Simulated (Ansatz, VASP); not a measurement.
**One calculation of C, two programs**

The input INCAR:

```
  PREC = Accurate
  ENCUT = 520
  EDIFF = 1E-6
  ISMEAR = 0
  SIGMA = 0.05
  LREAL = False
  LASPH = True
  NELM = 80
  ALGO = Normal
  ISIF = 2
  LWAVE = False
  LCHARG = False
  GGA = CA
  NBANDS = 36
```

File KPOINTS:

```
regular mesh
0
Gamma
  12 12 2
```

POSCAR

```
C
1.0
    2.4340000000      0.0000000000      0.0000000000
   -1.2170000000      2.1079058328      0.0000000000
    0.0000000000      0.0000000000     12.0869000000
C
12
Direct
    0.0000000000      0.0000000000      0.1868599868
    0.0000000000      0.0000000000      0.6868599868
    0.0000000000      0.0000000000      0.3131400132
    0.0000000000      0.0000000000      0.8131400132
    0.3333333333      0.6666666667      0.5207718743
    0.6666666667      0.3333333333      0.0207718743
    0.3333333333      0.6666666667      0.9792281257
    0.6666666667      0.3333333333      0.4792281257
    0.3333333333      0.6666666667      0.6450609412
    0.6666666667      0.3333333333      0.1450609412
    0.3333333333      0.6666666667      0.8549390588
    0.6666666667      0.3333333333      0.3549390588
```

Input for Ansatz:

```yaml
crystal:
  lattice:
    - [2.434, 0.0, 0.0]
    - [-1.217, 2.1079058328, 0.0]
    - [0.0, 0.0, 12.0869]
  atoms:
    - { symbol: C, position: [0.0, 0.0, 0.1868599868] }
    - { symbol: C, position: [0.0, 0.0, 0.6868599868] }
    - { symbol: C, position: [0.0, 0.0, 0.3131400132] }
    - { symbol: C, position: [0.0, 0.0, 0.8131400132] }
    - { symbol: C, position: [0.3333333333, 0.6666666667, 0.5207718743] }
    - { symbol: C, position: [0.6666666667, 0.3333333333, 0.0207718743] }
    - { symbol: C, position: [0.3333333333, 0.6666666667, 0.9792281257] }
    - { symbol: C, position: [0.6666666667, 0.3333333333, 0.4792281257] }
    - { symbol: C, position: [0.3333333333, 0.6666666667, 0.6450609412] }
    - { symbol: C, position: [0.6666666667, 0.3333333333, 0.1450609412] }
    - { symbol: C, position: [0.3333333333, 0.6666666667, 0.8549390588] }
    - { symbol: C, position: [0.6666666667, 0.3333333333, 0.3549390588] }
basis:
  ecutwfc: 520.0
kpoints:
  mp_grid: { grid: [12, 12, 2] }
hamiltonian:
  xc: lda
  pseudopotentials: { kind: paw, azcp: { folder: soft_1 } }
scf:
  occupations: { method: gaussian, width: 0.05 }
output:
  forces: true
  stress: true
  eigenvalues: true
  write_density: true
  write_potential: true
  elf: true
  volumetric_format: npy
```

Alike in both runs: task single point; functional LDA; k mesh 12 × 12 × 2; occupations gaussian, width 0.05 eV; no spin polarisation.

|  | VASP | Ansatz |
| --- | --- | --- |
| version | VASP 6.6.1 | Ansatz 0.2.0 |
| potentials or method | VASP PAW LDA potentials, release 64 (C), cutoff 520 eV | scalar-relativistic, plane waves, PAW |
| valence electrons in the cell | 48 | 48 |

|  | VASP | Ansatz | Ansatz less VASP |
| --- | --- | --- | --- |
| gap on the k mesh at the Fermi level (eV) | 4.72 | 4.73 | +0.009 |
| least direct gap on the mesh (eV) | 5.54 | 5.54 | -0.001 |
| rms of the force components (eV/Å) | 0.050 | 0.047 | -0.0027 |

Ansatz warns that its potentials were made for another functional, while VASP's fit it. LDA's correlation is that of Perdew and Zunger in VASP and of Perdew and Wang (1992) in Ansatz. Atom by atom the forces differ by 0.003 eV/Å (rms over components).
